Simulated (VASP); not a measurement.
Set up this calculation in VASP 6.6.1, as the native input.

```
Task                   : single point
Functional             : LDA
Potentials or basis    : VASP PAW LDA potentials, release 64 (Cs_sv, Ge_d, Br)
Cutoff                 : 520 eV
k mesh                 : 6 × 6 × 6
Occupations            : gaussian, width 0.05 eV
Spin                   : no spin polarisation
Dipole correction      : no
Further INCAR settings : ALGO = Normal; EDIFF = 1e-06; NBANDS = 30
```

The structure of CsGeBr3 lies in POSCAR:

```
CsGeBr3
1.0
    5.5333271400      0.0000000000      0.0000000000
    0.0000000000      5.5333271400      0.0000000000
    0.0000000000      0.0000000000      5.5333271400
Cs Ge Br
1 1 3
Direct
    0.0000000000      0.0000000000      0.0000000000
    0.5000000000      0.5000000000      0.5000000000
    0.5000000000      0.5000000000      0.0000000000
    0.5000000000      0.0000000000      0.5000000000
    0.0000000000      0.5000000000      0.5000000000
```

One way to write it, as run:

INCAR

```
SYSTEM = CsGeBr3
PREC     = Accurate       ! precision mode
ENCUT    = 520            ! plane-wave cutoff, eV
EDIFF    = 1E-6           ! SCF threshold, eV
ISMEAR   = 0              ! smearing method
SIGMA    = 0.05           ! smearing width, eV
LREAL    = .False.        ! projectors in reciprocal space
LASPH    = .True.         ! aspherical terms in the spheres
NELM     = 100            ! most SCF steps
ALGO     = Normal         ! electronic algorithm
ISIF     = 2              ! what is computed and relaxed
LWAVE    = .False.        ! write WAVECAR
LCHARG   = .True.         ! write CHGCAR
LELF     = .True.         ! ELF
LVHAR    = .True.       
NBANDS   = 30             ! bands
```

KPOINTS

```
regular mesh
0
Gamma
  6 6 6
  0 0 0
```

Potentials or basis: VASP PAW LDA potentials, release 64 (Cs_sv, Ge_d, Br).

The run is started by

```console
$ cat potpaw_LDA.64/Cs_sv/POTCAR potpaw_LDA.64/Ge_d/POTCAR potpaw_LDA.64/Br/POTCAR > POTCAR
$ mpirun -np 1 vasp_std > vasp.out
```

Results of the run:

- Pressure: -2.1 GPa
- Band gap on the k mesh: 0.52 eV, direct

Caveat: spin-orbit coupling is left out, which moves the levels of the heavy elements.

Run time: 54 s on 1 thread of Intel(R) Xeon(R) Platinum 8488C (Sapphire Rapids), with other jobs on the host, peak memory 0.27 GiB.
